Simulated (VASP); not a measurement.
A run of VASP 6.6.1 is set up as follows.

File POSCAR:

```
Ti
1.0
    2.9306823647      0.0000000000      0.0000000000
   -1.4653411824      2.5380453783      0.0000000000
    0.0000000000      0.0000000000      9.3611462876
Ti
4
Direct
    0.0000000000      0.0000000000      0.0000000000
    0.3333333333      0.6666666667      0.2500000000
    0.0000000000      0.0000000000      0.5000000000
    0.6666666667      0.3333333333      0.7500000000
```

Contents of INCAR.step1:

```
PREC     = Accurate       # precision mode
ENCUT    = 520            # plane-wave cutoff, eV
ISMEAR   = 0              # smearing method
SIGMA    = 0.1            # smearing width, eV
LREAL    = F              # projectors in reciprocal space
LASPH    = T              # aspherical terms in the spheres
NELM     = 60             # most SCF steps
NBANDS   = 32             # bands
GGA      = PE             # functional
ALGO     = Normal         # electronic algorithm
EDIFF    = 1E-4           # SCF threshold, eV
LWAVE    = T              # write WAVECAR
LCHARG   = F              # write CHGCAR
```

Contents of INCAR.step2:

```
PREC     = Accurate       # precision mode
ENCUT    = 520            # plane-wave cutoff, eV
EDIFF    = 1E-6           # SCF threshold, eV
ISMEAR   = 0              # smearing method
SIGMA    = 0.1            # smearing width, eV
LREAL    = F              # projectors in reciprocal space
LASPH    = T              # aspherical terms in the spheres
NELM     = 60             # most SCF steps
ALGO     = Normal         # electronic algorithm
ISIF     = 2              # what is computed and relaxed
LWAVE    = F              # write WAVECAR
LCHARG   = F              # write CHGCAR
METAGGA  = R2SCAN         # meta-GGA
LMIXTAU  = T            
NBANDS   = 32             # bands
ISTART   = 1
```

File KPOINTS:

```
regular mesh
0
Gamma
  18 18 5
```

Potentials or basis: VASP PAW PBE potentials, release 64 (Ti_sv).

Command:

```console
$ cat potpaw_PBE.64/Ti_sv/POTCAR > POTCAR
$ cp INCAR.step1 INCAR
$ mpirun -np 1 vasp_std > vasp.out
$ cp INCAR.step2 INCAR
$ mpirun -np 1 vasp_std > vasp.out
```

Estimate the band gap on the k mesh.

zero (bands 24 and 25 overlap by 1.30 eV).

Predict the pressure.

0.4 GPa.

Caveat: the PAW data sets were made with another functional, which shifts forces and pressure a little.
